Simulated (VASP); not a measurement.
# CdSe (F-43m) in VASP: settings compared, part 2 of 2

VASP 6.6.1. The steps go on from the part before.

## (3) Single point, PBEsol+D3(BJ) (volume scaled by 1.06)

Input file INCAR:

```
  PREC = Accurate
  ENCUT = 520
  EDIFF = 1E-7
  ISMEAR = 0
  SIGMA = 0.1
  LREAL = F
  LASPH = T
  NELM = 80
  ALGO = Normal
  ISIF = 2
  LWAVE = F
  LCHARG = F
  GGA = PS
  IVDW = 12
  NBANDS = 16
```

Input file KPOINTS:

```
regular mesh
0
Gamma
  8 8 8
```

Input file POSCAR:

```
CdSe
1.0
    0.0000000000      3.1304878824      3.1304878824
    3.1304878824      0.0000000000      3.1304878824
    3.1304878824      3.1304878824      0.0000000000
Cd Se
1 1
Direct
    0.0000000000      0.0000000000      0.0000000000
    0.2500000000      0.2500000000      0.2500000000
```

Potentials or basis: VASP PAW PBE potentials, release 64 (Cd, Se).

Launch:

```console
> cat potpaw_PBE.64/Cd/POTCAR potpaw_PBE.64/Se/POTCAR > POTCAR
> mpirun -np 1 vasp_std > vasp.out
```

OUTCAR:

```text
PREC = Accurate
   ENCUT = 520
   EDIFF = 1E-7
   ISMEAR = 0
   LREAL = F
   LASPH = T
   NELM = 80
   ISIF = 2
   GGA = PS
   IVDW = 12
 IVDW          = 12

 ion  position               nearest neighbor table
   1  0.000  0.000  0.000-   2 2.71   2 2.71   2 2.71   2 2.71
   2  0.250  0.250  0.250-   1 2.71   1 2.71   1 2.71   1 2.71

  LATTYP: Found a face centered cubic cell.
 ALAT       =     6.2609757648

  Lattice vectors:

 A1 = (   0.0000000000,   3.1304878824,   3.1304878824)
 A2 = (   3.1304878824,   0.0000000000,   3.1304878824)
 A3 = (   3.1304878824,   3.1304878824,   0.0000000000)

Analysis of symmetry for initial positions (statically):
=====================================================================
 Subroutine PRICEL returns:
 Original cell was already a primitive cell.

 Routine SETGRP: Setting up the symmetry group for a
 face centered cubic supercell.

 Subroutine GETGRP returns: Found 24 space group operations
 (whereof 24 operations were pure point group operations)
 out of a pool of 48 trial point group operations.

The static configuration has the point symmetry T_d .

Analysis of symmetry for dynamics (positions and initial velocities):
=====================================================================
 Subroutine PRICEL returns:
 Original cell was already a primitive cell.

 Routine SETGRP: Setting up the symmetry group for a
 face centered cubic supercell.

 Subroutine GETGRP returns: Found 24 space group operations
 (whereof 24 operations were pure point group operations)
 out of a pool of 48 trial point group operations.

The dynamic configuration has the point symmetry T_d .

 Subroutine INISYM returns: Found 24 space group operations
 (whereof 24 operations are pure point group operations),
 and found     1 'primitive' translations

----------------------------------------------------------------------------------------

                                     Primitive cell

  volume of cell :      61.3573

  direct lattice vectors                    reciprocal lattice vectors
     0.000000000  3.130487882  3.130487882    -0.159719513  0.159719513  0.159719513
     3.130487882  0.000000000  3.130487882     0.159719513 -0.159719513  0.159719513
     3.130487882  3.130487882  0.000000000     0.159719513  0.159719513 -0.159719513

  length of vectors
     4.427178420  4.427178420  4.427178420     0.276642311  0.276642311  0.276642311

  position of ions in fractional coordinates (direct lattice)
     0.000000000  0.000000000  0.000000000
     0.250000000  0.250000000  0.250000000

  ion indices of the primitive-cell ions
   primitive index   ion index
                 1           1
                 2           2

----------------------------------------------------------------------------------------

 KPOINTS: regular mesh

Automatic generation of k-mesh.
 Grid dimensions read from file:
 generate k-points for:    8    8    8

 Generating k-lattice:

  Cartesian coordinates                     Fractional coordinates (reciprocal lattice)
    -0.019964939  0.019964939  0.019964939     0.125000000  0.000000000  0.000000000
     0.019964939 -0.019964939  0.019964939     0.000000000  0.125000000  0.000000000
     0.019964939  0.019964939 -0.019964939     0.000000000  0.000000000  0.125000000

  Length of vectors
     0.034580289  0.034580289  0.034580289

  Shift w.r.t. Gamma in fractional coordinates (k-lattice)
     0.000000000  0.000000000  0.000000000

 Subroutine IBZKPT returns following result:
 ===========================================

 Found     29 irreducible k-points:

 Following reciprocal coordinates:
            Coordinates               Weight
  0.000000  0.000000  0.000000      1.000000
  0.125000  0.000000  0.000000      8.000000
  0.250000  0.000000  0.000000      8.000000
  0.375000  0.000000  0.000000      8.000000
  0.500000  0.000000  0.000000      4.000000
  0.125000  0.125000  0.000000      6.000000
[... 16 lines left out ...]
  0.500000  0.250000  0.125000     48.000000
 -0.375000  0.250000  0.125000     24.000000
 [... further k-points ...]
   k-points           NKPTS =     29   k-points in BZ     NKDIM =     29   number of bands    NBANDS=     16
   number of dos      NEDOS =    301   number of ions     NIONS =      2
   total plane-waves  NPLWV =  46656
   dimension x,y,z NGX =    36 NGY =   36 NGZ =   36
   dimension x,y,z NGXF=    72 NGYF=   72 NGZF=   72
   ions per type =               1   1
   NGX,Y,Z   is equivalent  to a cutoff of  13.52, 13.52, 13.52 a.u.
   NGXF,Y,Z  is equivalent  to a cutoff of  27.04, 27.04, 27.04 a.u.
 SYSTEM =  unknown system
   PREC   = accura    normal or accurate (medium, high low for compatibility)
   ISTART =      0    job   : 0-new  1-cont  2-samecut
   ICHARG =      2    charge: 1-file 2-atom 10-const
   ISPIN  =      1    spin polarized calculation?
   LNONCOLLINEAR =      F non collinear calculations
   LSORBIT =      F    spin-orbit coupling
   LASPH  =      T    aspherical Exc in radial PAW
   ENCUT  =  520.0 eV  38.22 Ry    6.18 a.u.   8.23  8.23  8.23*2*pi/ulx,y,z
   NELM   =     80;   NELMIN=  2; NELMDL= -5     # of ELM steps
   EDIFF  = 0.1E-06   stopping-criterion for ELM
   LREAL  =      F    real-space projection
   EDIFFG = 0.1E-05   stopping-criterion for IOM
   NSW    =      0    number of steps for IOM
   IBRION =     -1    ionic relax: 0-MD 1-quasi-New 2-CG
   NFREE  =      0    steps in history (QN), initial steepest desc. (CG)
   ISIF   =      2    stress and relaxation
   ISYM   =      2    0-nonsym 1-usesym 2-fastsym
   POTIM  = 0.5000    time-step for ionic-motion
   TEBEG  =    0.0;   TEEND  =   0.0 temperature during run
   PSTRESS=    0.0 pullay stress
   NELECT =      18.0000    total number of electrons
   NUPDOWN=      -1.0000    fix difference up-down
   EMIN   =  10.00;   EMAX   =-10.00  energy-range for DOS
   EFERMI =   0.00;   METHOD = LEGACY
   ISMEAR =     0;   SIGMA  =   0.10  broadening in eV -4-tet -1-fermi 0-gaus
   EFERMI_NEDOS =   21; number of points for ismear=-14 and -15
   IALGO  =     38    algorithm
   IMIX   =      4    mixing-type and parameters
     AMIX     =   0.40;   BMIX     =  1.00
     AMIX_MAG =   1.60;   BMIX_MAG =  1.00
  volume/ion in A,a.u.               =      30.68       207.03
  Fermi-wavevector in a.u.,A,eV,Ry     =   1.087786  2.055618 16.099493  1.183279
  Thomas-Fermi vector in A             =   2.223954
   LORBIT       =      0    0 simple, 1 ext, 2 COOP (PROOUT), +10 PAW based schemes
   GGA     = PS    functional components
   LHFCALC =     F    Hartree Fock is set to
   AEXX    =    0.0000 exact exchange contribution
   IVDW    =    12    specifies the selected vdW correction
   LEPSILON=     F    determine dielectric tensor
   LRPA    =     F    only Hartree local field effects (RPA)
 non-spin polarized calculation
 Gauss-broadening in eV      SIGMA  =   0.10
  energy-cutoff  :      520.00
  volume of cell :       61.36
 maximum number of plane-waves:      1676
 NGX is ok and might be reduce to    36
   NGX = 17   NGY = 17   NGZ = 17

 number of electron      18.0000002 magnetization

 Free energy of the ion-electron system (eV)
  ---------------------------------------------------
  ext. energy  EPLUGINS =         0.00000000
  ---------------------------------------------------
  free energy    TOTEN  =        -6.12185579 eV

  energy without entropy =       -6.12182214  energy(sigma->0) =       -6.12183897

 E-fermi :   0.3335     XC(G=0):  -8.7081

 val. band max:        0.1620292925   @ k =   0.0000   0.0000   0.0000
 cond. band min:       0.4738120423   @ k =   0.0000   0.0000   0.0000
 fundamental gap:      0.3117827498
 Fermi energy:         0.3335221533

 k-point     1 :       0.0000    0.0000    0.0000
  band No.  band energies     occupation
      1     -12.0097      2.00000
      2      -7.4915      2.00000
      3      -7.4915      2.00000
      4      -7.4915      2.00000
      5      -7.1968      2.00000
      6      -7.1968      2.00000
[... 8 lines left out ...]
     15      11.0216      0.00000
     16      11.0216      0.00000
[... 419 lines left out ...]
 k-point    24 :      -0.3750    0.2500    0.1250
  band No.  band energies     occupation
      1     -11.6546      2.00000
      2      -7.3878      2.00000
      3      -7.3689      2.00000
      4      -7.2111      2.00000
      5      -7.1836      2.00000
      6      -6.8959      2.00000
[... 8 lines left out ...]
     15      11.4638      0.00000
     16      12.3660      0.00000

 [... further k-points ...]

------------------------ aborting loop because EDIFF is reached ----------------------------------------

 Edisp (eV)   -0.54123

 E8    (eV) :    -0.3545

  FORCE on cell =-STRESS in cart. coord.  units (eV):
  Direction    XX          YY          ZZ          XY          YZ          ZX
  --------------------------------------------------------------------------------------
  -------------------------------------------------------------------------------------
  Total      -1.87613    -1.87613    -1.87613     0.00000     0.00000     0.00000
  in kB     -48.99000   -48.99000   -48.99000     0.00000     0.00000     0.00000
  external pressure =      -48.99 kB  Pullay stress =        0.00 kB

 VOLUME and BASIS-vectors are now :
 -----------------------------------------------------------------------------
  energy-cutoff  :      520.00
  volume of cell :       61.36
      direct lattice vectors                 reciprocal lattice vectors
     0.000000000  3.130487882  3.130487882    -0.159719513  0.159719513  0.159719513
     3.130487882  0.000000000  3.130487882     0.159719513 -0.159719513  0.159719513
     3.130487882  3.130487882  0.000000000     0.159719513  0.159719513 -0.159719513

 POSITION                                       TOTAL-FORCE (eV/Angst)
 -----------------------------------------------------------------------------------
      0.00000      0.00000      0.00000         0.000000      0.000000      0.000000
      1.56524      1.56524      1.56524        -0.000000     -0.000000     -0.000000
 -----------------------------------------------------------------------------------
    total drift:                               -0.000000     -0.000000     -0.000000

  FREE ENERGIE OF THE ION-ELECTRON SYSTEM (eV)
  ---------------------------------------------------
  free  energy   TOTEN  =        -6.6630848081 eV

  energy  without entropy=       -6.6630511627  energy(sigma->0) =       -6.66306799
```

OSZICAR:

```text
N       E                     dE             d eps       ncg     rms          rms(c)
DAV:   1     0.104123347023E+03    0.10412E+03   -0.84618E+03   936   0.987E+02
DAV:   2    -0.249113530351E+01   -0.10661E+03   -0.10065E+03  1112   0.243E+02
DAV:   3    -0.649602994647E+01   -0.40049E+01   -0.39989E+01  1104   0.486E+01
DAV:   4    -0.651330984348E+01   -0.17280E-01   -0.17279E-01  1200   0.322E+00
DAV:   5    -0.651342135096E+01   -0.11151E-03   -0.11151E-03  1088   0.222E-01    0.492E+00
DAV:   6    -0.614448075886E+01    0.36894E+00   -0.60099E-01  1368   0.920E+00    0.411E+00
DAV:   7    -0.612338224106E+01    0.21099E-01   -0.11497E-01  1096   0.230E+00    0.193E+00
DAV:   8    -0.612184682667E+01    0.15354E-02   -0.10944E-02  1104   0.123E+00    0.200E-01
DAV:   9    -0.612179622282E+01    0.50604E-04   -0.12360E-03  1120   0.432E-01    0.469E-02
DAV:  10    -0.612182555056E+01   -0.29328E-04   -0.13432E-04  1128   0.144E-01    0.407E-02
DAV:  11    -0.612185596245E+01   -0.30412E-04   -0.50036E-05  1136   0.488E-02    0.182E-02
DAV:  12    -0.612185549607E+01    0.46638E-06   -0.13380E-06  1096   0.124E-02    0.986E-03
DAV:  13    -0.612185573445E+01   -0.23838E-06   -0.11315E-06  1160   0.553E-03    0.471E-03
DAV:  14    -0.612185578947E+01   -0.55019E-07   -0.59532E-08  1000   0.268E-03
   1 F= -.66630848E+01 E0= -.66630680E+01  d E =-.336454E-04
```

It took 41 s on 1 thread of Intel Xeon Platinum 8488C (Sapphire Rapids), shared host; peak memory 0.22 GiB.

Results:

- Free energy: -6.6631 eV
- Pressure: -4.9 GPa
- Band gap on the k mesh: 0.31 eV, direct
- Dispersion energy per atom: -0.271 eV

Caveat: three body term missing; the PAW data sets were made with another functional, which shifts forces and pressure a little.

## (4) Single point, SVWN5, collinear spin, ferromagnetic start (atoms moved at random)

Input file INCAR:

```
SYSTEM = CdSe
PREC = Accurate ; ENCUT = 520
EDIFF = 1E-7 ; ISMEAR = -1
SIGMA = 0.1 ; LREAL = .False.
LASPH = .True. ; NELM = 150
ALGO = Normal ; ISIF = 2
LWAVE = .False. ; LCHARG = .True.
ISPIN = 2 ; MAGMOM = 1 0
LORBIT = 11 ; NUPDOWN = 1.0
GGA = VW ; LELF = .True.
LVHAR = .True. ; NBANDS = 20
```

Input file KPOINTS:

```
regular mesh
0
Gamma
  6 6 6
  0 0 0
```

Input file POSCAR:

```
CdSe
1.0
    0.0000000000      3.0702711986      3.0702711986
    3.0702711986      0.0000000000      3.0702711986
    3.0702711986      3.0702711986      0.0000000000
Cd Se
1 1
Direct
    0.0034005623      0.0139864447      0.0224663868
    0.2533924377      0.2639785553      0.2724906132
```

Launch:

```console
> cat potpaw_PBE.64/Cd/POTCAR potpaw_PBE.64/Se/POTCAR > POTCAR
> mpirun -np 1 vasp_std > vasp.out
```

It took 94 s on 1 thread of Intel Xeon Platinum 8488C (Sapphire Rapids), shared host; peak memory 0.2 GiB.

Results (log left out):

```
Free energy                                           : 78.9758 eV
Pressure                                              : 1.5 GPa
Net moment                                            : 1.00 μB per cell
Site moments                                          : Cd +0.17; Se +0.40 μB
Valence electrons inside the program's atomic spheres : Cd 10.34; Se 3.78
```

Caveat: the cell differs from its parent crystal (atoms moved at random); the PAW data sets were made with another functional, which shifts forces and pressure a little; the total moment is fixed, so each spin has its own Fermi level.

## (5) Summary

| level | spin | fixed moment (μB) | cell | k mesh | smearing | gap on the mesh (eV) | pressure (GPa) |
| --- | --- | --- | --- | --- | --- | --- | --- |
| PBEsol+D3(BJ) | off | - | a = 4.399 Å, angles 60.0°, 2 atoms | 8 × 8 × 8 | gaussian 0.1 eV | 0.35 | -4.3 |
| PBEsol+D3(BJ) | off | - | a = 4.427 Å, angles 60.0°, 2 atoms | 8 × 8 × 8 | gaussian 0.1 eV | 0.31 | -4.9 |
| SVWN5 | collinear, ferromagnetic start | 1.0 | a = 4.342 Å, angles 60.0°, 2 atoms | 6 × 6 × 6 | fermi-dirac 0.1 eV | - | 1.5 |

Alike in all rows: task single point; potentials or basis VASP PAW PBE potentials, release 64 (Cd, Se); cutoff (eV) 520.

Caveats: the PAW data sets were made with another functional, which shifts forces and pressure a little; three body term missing (some runs); the total moment is fixed, so each spin has its own Fermi level (some runs).

Absolute energies hang on the potentials; compare differences alone.
